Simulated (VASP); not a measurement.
# MoS2 (R3m) in VASP: single point with PBE

Aim: the single point of MoS2 with PBE.

Everything below comes from runs of VASP 6.6.1. Logs are shortened: lines on timing, memory, paths and dates and some standing lists are left out, and cuts for length are marked.

### 1 The cell of the first run

Symmetry: R3m, No. 160, trigonal system. The conventional cell has a = 3.160 Å, b = 3.160 Å, c = 18.450 Å, α = 90.00°, β = 90.00°, γ = 120.00°. Within 3.2 Å of Mo (site symmetry 3m) lie 6 S at 2.39 Å and 6 Mo at 3.16 Å. S (site symmetry 3m) has 3 Mo at 2.39 Å and 7 S at 3.08 to 3.16 Å within 3.2 Å. S (site symmetry 3m) has 3 Mo at 2.39 Å and 7 S at 3.08 to 3.16 Å within 3.2 Å.

### 2 Single point, PBE

Contents of INCAR:

```
SYSTEM = MoS2
PREC = Accurate
ENCUT = 520
EDIFF = 1E-6
ISMEAR = 0
SIGMA = 0.05
LREAL = Auto
LASPH = .TRUE.
NELM = 80
ALGO = Normal
ISIF = 2
LWAVE = .FALSE.
LCHARG = .FALSE.
GGA = PE
NBANDS = 238
```

Contents of KPOINTS:

```
Automatic mesh
0
G
  2 1 1
  0 0 0
```

Contents of POSCAR:

```
MoS2
1.0
    6.3200000000     -0.0000010000      0.0000000000
    0.0000000000     10.9465600000      0.0000000000
   -1.5800000000     -0.9122130000     12.3000000000
Mo S
16 32
Direct
    0.0000000000      0.0000000000      0.0000000000
    0.5000000000      0.0000000000      0.0000000000
    0.2500000000      0.2500000000      0.0000000000
    0.3750000000      0.1250000000      0.5000000000
    0.7500000000      0.2500000000      0.0000000000
    0.8750000000      0.1250000000      0.5000000000
    0.5000000000      0.5000000000      0.0000000000
    0.6250000000      0.3750000000      0.5000000000
    0.0000000000      0.5000000000      0.0000000000
    0.1250000000      0.3750000000      0.5000000000
    0.7500000000      0.7500000000      0.0000000000
    0.8750000000      0.6250000000      0.5000000000
    0.2500000000      0.7500000000      0.0000000000
    0.3750000000      0.6250000000      0.5000000000
    0.1250000000      0.8750000000      0.5000000000
    0.6250000000      0.8750000000      0.5000000000
    0.0937500000      0.0312500000      0.3750000000
    0.5937500000      0.0312500000      0.3750000000
    0.3437500000      0.2812500000      0.3750000000
    0.4687500000      0.1562500000      0.8750000000
    0.8437500000      0.2812500000      0.3750000000
    0.9687500000      0.1562500000      0.8750000000
    0.5937500000      0.5312500000      0.3750000000
    0.7187500000      0.4062500000      0.8750000000
    0.0937500000      0.5312500000      0.3750000000
    0.2187500000      0.4062500000      0.8750000000
    0.8437500000      0.7812500000      0.3750000000
    0.9687500000      0.6562500000      0.8750000000
    0.3437500000      0.7812500000      0.3750000000
    0.4687500000      0.6562500000      0.8750000000
    0.2187500000      0.9062500000      0.8750000000
    0.7187500000      0.9062500000      0.8750000000
    0.1563750000      0.0521250000      0.6255000000
    0.6563750000      0.0521250000      0.6255000000
    0.4063750000      0.3021250000      0.6255000000
    0.5313750000      0.1771250000      0.1255000000
    0.9063750000      0.3021250000      0.6255000000
    0.0313750000      0.1771250000      0.1255000000
    0.6563750000      0.5521250000      0.6255000000
    0.7813750000      0.4271250000      0.1255000000
    0.1563750000      0.5521250000      0.6255000000
    0.2813750000      0.4271250000      0.1255000000
    0.9063750000      0.8021250000      0.6255000000
    0.0313750000      0.6771250000      0.1255000000
    0.4063750000      0.8021250000      0.6255000000
    0.5313750000      0.6771250000      0.1255000000
    0.2813750000      0.9271250000      0.1255000000
    0.7813750000      0.9271250000      0.1255000000
```

Potentials or basis: VASP PAW PBE potentials, release 64 (Mo_sv, S).

On the command line:

```bash
$ cat potpaw_PBE.64/Mo_sv/POTCAR potpaw_PBE.64/S/POTCAR > POTCAR
$ mpirun -np 1 vasp_std > vasp.out
```

OUTCAR:

```text
SYSTEM = MoS2
   PREC = Accurate
   ENCUT = 520
   EDIFF = 1E-6
   ISMEAR = 0
   LREAL = Auto
   LASPH = .TRUE.
   NELM = 80
   ISIF = 2
   GGA = PE

 ion  position               nearest neighbor table
   1  0.000  0.000  0.000-  22 2.39  32 2.39  31 2.39  48 2.39  38 2.39  47 2.39   3 3.16  11 3.16
                             5 3.16  13 3.16   2 3.16   2 3.16
   2  0.500  0.000  0.000-  20 2.39  31 2.39  32 2.39  47 2.39  36 2.39  48 2.39   5 3.16  13 3.16
                            11 3.16   3 3.16   1 3.16   1 3.16
   3  0.250  0.250  0.000-  26 2.39  22 2.39  20 2.39  38 2.39  42 2.39  36 2.39   1 3.16   7 3.16
                             2 3.16   9 3.16   5 3.16   5 3.16
   4  0.375  0.125  0.500-  19 2.39  17 2.39  18 2.39  33 2.39  35 2.39  34 2.39   8 3.16  15 3.16
                            10 3.16  16 3.16   6 3.16   6 3.16
   5  0.750  0.250  0.000-  24 2.39  20 2.39  22 2.39  36 2.39  40 2.39  38 2.39   2 3.16   9 3.16
                             7 3.16   1 3.16   3 3.16   3 3.16
   6  0.875  0.125  0.500-  21 2.39  18 2.39  17 2.39  34 2.39  37 2.39  33 2.39  10 3.16  16 3.16
                            15 3.16   8 3.16   4 3.16   4 3.16
   7  0.500  0.500  0.000-  30 2.39  26 2.39  24 2.39  42 2.39  46 2.39  40 2.39   3 3.16  11 3.16
                             5 3.16  13 3.16   9 3.16   9 3.16
   8  0.625  0.375  0.500-  23 2.39  19 2.39  21 2.39  35 2.39  39 2.39  37 2.39   4 3.16  12 3.16
                             6 3.16  14 3.16  10 3.16  10 3.16
   9  0.000  0.500  0.000-  28 2.39  24 2.39  26 2.39  40 2.39  44 2.39  42 2.39   5 3.16  13 3.16
[... 45 lines left out ...]
  47  0.281  0.927  0.126-   2 2.39  13 2.39   1 2.39
  48  0.781  0.927  0.126-   1 2.39  11 2.39   2 2.39

  LATTYP: Found a triclinic cell.
 ALAT       =     6.3200000000
 B/A-ratio  =     2.6212664305
 C/A-ratio  =     3.3720970169
 COS(alpha) =     0.0428731459
 COS(beta)  =     0.6672406636
 COS(gamma) =     0.6676162341

  Lattice vectors:

 A1 = (   6.3200000000,  -0.0000010000,   0.0000000000)
 A2 = (  11.0600000000,  -0.9122150000,  12.3000000000)
 A3 = (  14.2200000000, -10.0343490000, -12.3000000000)

Analysis of symmetry for initial positions (statically):
=====================================================================
 Subroutine PRICEL returns following result:

  LATTYP: Found a trigonal (rhomboedric) cell.
 ALAT       =     6.4149070754
 COS(alpha) =     0.8786713332

  Lattice vectors:

 A1 = (   1.5800000000,   0.9122131250,   6.1500000000)
 A2 = (  -1.5800000000,   0.9122136250,   6.1500000000)
 A3 = (   0.0000000000,  -1.8244266250,   6.1500000000)

  16 primitive cells build up your supercell.

 Routine SETGRP: Setting up the symmetry group for a
 triclinic supercell.

 Subroutine GETGRP returns: Found  1 space group operations
 (whereof  1 operations were pure point group operations)
 out of a pool of  2 trial point group operations.
[... 123 lines left out ...]
   IMIX   =      4    mixing-type and parameters
     AMIX     =   0.40;   BMIX     =  1.00
     AMIX_MAG =   1.60;   BMIX_MAG =  1.00
  volume/ion in A,a.u.               =      17.73       119.63
  Fermi-wavevector in a.u.,A,eV,Ry     =   1.289652  2.437090 22.629253  1.663203
  Thomas-Fermi vector in A             =   2.421532
   LORBIT       =      0    0 simple, 1 ext, 2 COOP (PROOUT), +10 PAW based schemes
   GGA     = PE    functional components
   LHFCALC =     F    Hartree Fock is set to
   AEXX    =    0.0000 exact exchange contribution
   IVDW    =     0    specifies the selected vdW correction
   LEPSILON=     F    determine dielectric tensor
   LRPA    =     F    only Hartree local field effects (RPA)
 non-spin polarized calculation
 Gauss-broadening in eV      SIGMA  =   0.05
  energy-cutoff  :      520.00
  volume of cell :      850.94
 maximum number of plane-waves:     22901
 NGX is ok and might be reduce to    48
   NGX = 23   NGY = 41   NGZ = 47

 number of electron     415.9999968 magnetization

 Free energy of the ion-electron system (eV)
  ---------------------------------------------------
  ext. energy  EPLUGINS =         0.00000000
  ---------------------------------------------------
  free energy    TOTEN  =      -347.97612347 eV

  energy without entropy =     -347.97612347  energy(sigma->0) =     -347.97612347

 E-fermi :   7.9470     XC(G=0): -10.8229

 val. band max:        7.6590812202   @ k =   0.0000   0.0000   0.0000
 cond. band min:       8.6856930886   @ k =   0.5000   0.0000   0.0000
 fundamental gap:      1.0266118684
 Fermi energy:         7.9469910420

 k-point     1 :       0.0000    0.0000    0.0000
  band No.  band energies     occupation
      1     -53.9185      2.00000
      2     -53.9185      2.00000
      3     -53.8976      2.00000
      4     -53.8976      2.00000
      5     -53.8976      2.00000
      6     -53.8976      2.00000
[... 212 lines left out ...]
    219       9.2848      0.00000
    220       9.2848      0.00000

 k-point     2 :       0.5000    0.0000    0.0000
  band No.  band energies     occupation
      1     -53.9020      2.00000
      2     -53.9020      2.00000
      3     -53.9019      2.00000
      4     -53.9019      2.00000
      5     -53.8872      2.00000
      6     -53.8872      2.00000
[... 212 lines left out ...]
    219       9.1469      0.00000
    220       9.1470      0.00000
 [bands above 220 left out]

------------------------ aborting loop because EDIFF is reached ----------------------------------------

  FORCE on cell =-STRESS in cart. coord.  units (eV):
  Direction    XX          YY          ZZ          XY          YZ          ZX
  --------------------------------------------------------------------------------------
  -------------------------------------------------------------------------------------
  Total       21.1440662     27.9297204     38.8997418     -0.0260952      0.1566970      0.1757705
  in kB       39.8106475     52.5868696     73.2415369     -0.0491327      0.2950336      0.3309458
  external PRESSURE =      55.2130180 kB  Pullay stress =       0.0000000 kB

 VOLUME and BASIS-vectors are now :
 -----------------------------------------------------------------------------
  energy-cutoff  :      520.00
  volume of cell :      850.94
      direct lattice vectors                 reciprocal lattice vectors
     6.320000000 -0.000001000  0.000000000     0.158227848  0.000000000  0.020325203
     0.000000000 10.946560000  0.000000000     0.000000014  0.091352900  0.006775067
    -1.580000000 -0.912213000 12.300000000     0.000000000  0.000000000  0.081300813

 POSITION                                       TOTAL-FORCE (eV/Angst)
 -----------------------------------------------------------------------------------
      0.00000      0.00000      0.00000        -0.000902     -0.013725      0.086985
      3.16000     -0.00000      0.00000        -0.000902     -0.013725      0.086985
      1.58000      2.73664      0.00000        -0.000902     -0.013725      0.086985
      1.58000      0.91221      6.15000        -0.000902     -0.013725      0.086985
      4.74000      2.73664      0.00000        -0.000902     -0.013725      0.086985
      4.74000      0.91221      6.15000        -0.000902     -0.013725      0.086985
[... 40 lines left out ...]
      1.58000     10.03435      1.54365         0.013106      0.008246      0.456700
      4.74000     10.03435      1.54365         0.013106      0.008246      0.456700
 -----------------------------------------------------------------------------------
    total drift:                                0.009317      0.012735      0.029855

  FREE ENERGIE OF THE ION-ELECTRON SYSTEM (eV)
  ---------------------------------------------------
  free  energy   TOTEN  =      -347.9761234744 eV

  energy  without entropy=     -347.9761234744  energy(sigma->0) =     -347.97612347
```

It took 21 min on 1 thread of Intel Xeon Platinum 8259CL at 2.50GHz (Skylake/Cascade Lake), shared host; peak memory 0.88 GiB.

What came out:

```
Free energy            : -347.9761 eV
Pressure               : 5.5 GPa
Largest force          : 0.544 eV/Å
Band gap on the k mesh : 1.03 eV
```

Forces on the atoms (eV/Å):
```
Mo  -0.001 -0.014  0.087
Mo  -0.001 -0.014  0.087
Mo  -0.001 -0.014  0.087
Mo  -0.001 -0.014  0.087
Mo  -0.001 -0.014  0.087
Mo  -0.001 -0.014  0.087
Mo  -0.001 -0.014  0.087
Mo  -0.001 -0.014  0.087
Mo  -0.001 -0.014  0.087
Mo  -0.001 -0.014  0.087
Mo  -0.001 -0.014  0.087
Mo  -0.001 -0.014  0.087
Mo  -0.001 -0.014  0.087
Mo  -0.001 -0.014  0.087
Mo  -0.001 -0.014  0.087
Mo  -0.001 -0.014  0.087
S   -0.012  0.005 -0.544
S   -0.012  0.005 -0.544
S   -0.012  0.005 -0.544
S   -0.012  0.005 -0.544
S   -0.012  0.005 -0.544
S   -0.012  0.005 -0.544
S   -0.012  0.005 -0.544
S   -0.012  0.005 -0.544
S   -0.012  0.005 -0.544
S   -0.012  0.005 -0.544
S   -0.012  0.005 -0.544
S   -0.012  0.005 -0.544
S   -0.012  0.005 -0.544
S   -0.012  0.005 -0.544
S   -0.012  0.005 -0.544
S   -0.012  0.005 -0.544
S    0.013  0.008  0.457
S    0.013  0.008  0.457
S    0.013  0.008  0.457
S    0.013  0.008  0.457
S    0.013  0.008  0.457
S    0.013  0.008  0.457
S    0.013  0.008  0.457
S    0.013  0.008  0.457
S    0.013  0.008  0.457
S    0.013  0.008  0.457
S    0.013  0.008  0.457
S    0.013  0.008  0.457
S    0.013  0.008  0.457
S    0.013  0.008  0.457
S    0.013  0.008  0.457
S    0.013  0.008  0.457
```

Stress tensor (GPa, compression positive):
```
3.98 0.00 0.03
0.00 5.26 0.03
0.03 0.03 7.32
```

Caveat: the k points lie up to 0.58 Å⁻¹ apart; an odd mesh through Γ misses points on the zone boundary, where band edges can lie; this functional lacks dispersion, which binds the layers, so the pressure and a relaxed spacing across them are unreliable.
